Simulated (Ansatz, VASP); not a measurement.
**Two plane-wave programs on MgVFeP2O8F2**

```
Mg V Fe P O F
1.0
     5.21571    0.00000    0.00000
    -0.65234    5.37591    0.00000
    -2.09598   -2.84388    6.56441
Mg V Fe P O F
1 1 1 2 8 2
Direct
  0.08436 0.43696 0.83185
  0.00153 0.00676 0.01202
  0.48556 0.49849 0.48878
  0.44191 0.11777 0.76280
  0.56675 0.87958 0.24040
  0.29543 0.17612 0.92549
  0.35299 0.81786 0.62397
  0.33907 0.31505 0.66202
  0.25307 0.78236 0.09469
  0.76425 0.20828 0.86497
  0.63031 0.68353 0.34392
  0.62899 0.17168 0.39762
  0.72676 0.85168 0.09215
  0.13202 0.32984 0.27055
  0.85950 0.66154 0.73699
```

Alike in both runs: task electric field gradients; functional PBE; k mesh 5 × 5 × 4; occupations fermi-dirac, width 0.02 eV; collinear spin.

|  | VASP | Ansatz |
| --- | --- | --- |
| version | VASP 6.6.1 | Ansatz 0.2.0 |
| potentials or method | VASP PAW PBE potentials, release 64 (Mg, V_sv, Fe, P, O, F) | plane-wave PAW, scalar-relativistic |
| plane-wave cutoff (eV) | 520 | 420 |
| valence electrons in the cell | 95 | 111 |

|  | VASP | Ansatz | Ansatz less VASP |
| --- | --- | --- | --- |
| pressure (GPa) | -1.0 | -0.6 | +0.38 |
| traceless stress, the component that is largest in VASP (GPa) | -0.38 | -0.36 | +0.021 |
| rms of the force components (eV/Å) | 0.327 | 0.324 | -0.0037 |
| net moment per atom (μB) | 0.20 | 0.20 | 0.000 |
| size of the moment on the site where the two differ most (μB) | 1.69 | 1.37 | -0.319 |
| size of Vzz on the site where it differs most (V/Å²) | 42.8 | 54.0 | +11.22 |

Site moments also hang on the region over which each program counts them. Atom by atom the forces differ by 0.038 eV/Å (rms over components). The functional is the same, so the differences come from potentials, cutoffs and numerics. VASP's potentials hold 95 valence electrons a cell and Ansatz's 111, so a difference there can come from the potentials and not from the codes.
